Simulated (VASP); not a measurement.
Input of a VASP 6.6.1 run:

File INCAR:

```
SYSTEM = Hf2N
ALGO     = Normal         ! electronic algorithm
EDIFF    = 1E-6           ! SCF threshold, eV
ENCUT    = 520            ! plane-wave cutoff, eV
GGA      = PS             ! functional
ISIF     = 2              ! what is computed and relaxed
ISMEAR   = 0              ! smearing method
LASPH    = .True.         ! aspherical terms in the spheres
LCHARG   = .False.        ! write CHGCAR
LREAL    = .False.        ! projectors in reciprocal space
LWAVE    = .False.        ! write WAVECAR
NBANDS   = 34             ! bands
NELM     = 60             ! most SCF steps
PREC     = Accurate       ! precision mode
SIGMA    = 0.15           ! smearing width, eV
```

Contents of KPOINTS:

```
k-points
0
Gamma
  8 8 14
  0 0 0
```

Contents of POSCAR:

```
Hf2N
1.0
    5.2237726646      0.0000000000      0.0000000000
    0.0000000000      5.2237726646      0.0000000000
    0.0000000000      0.0000000000      3.1836204197
Hf N
4 2
Direct
    0.2954631013      0.2954631013      0.0000000000
    0.7045368987      0.7045368987      0.0000000000
    0.7954631013      0.2045368987      0.5000000000
    0.2045368987      0.7954631013      0.5000000000
    0.0000000000      0.0000000000      0.0000000000
    0.5000000000      0.5000000000      0.5000000000
```

Potentials or basis: VASP PAW PBE potentials, release 64 (Hf_pv, N).

Run with:

```sh
$ cat potpaw_PBE.64/Hf_pv/POTCAR potpaw_PBE.64/N/POTCAR > POTCAR
$ mpirun -np 1 vasp_std > vasp.out
```

Problem. Estimate the largest force.

Solution. 0.086 eV/Å.

Problem. Estimate the band gap on the k mesh.

Solution. Zero (bands 25 and 26 overlap by 2.84 eV).

Stress tensor (GPa, compression positive):
```
8.19 0.00 0.00
0.00 8.19 0.00
0.00 0.00 8.35
```

Caveat: the cell stands under pressure; the PAW data sets were made with another functional, which shifts forces and pressure a little; spin-orbit coupling is left out, which moves the levels of the heavy elements.
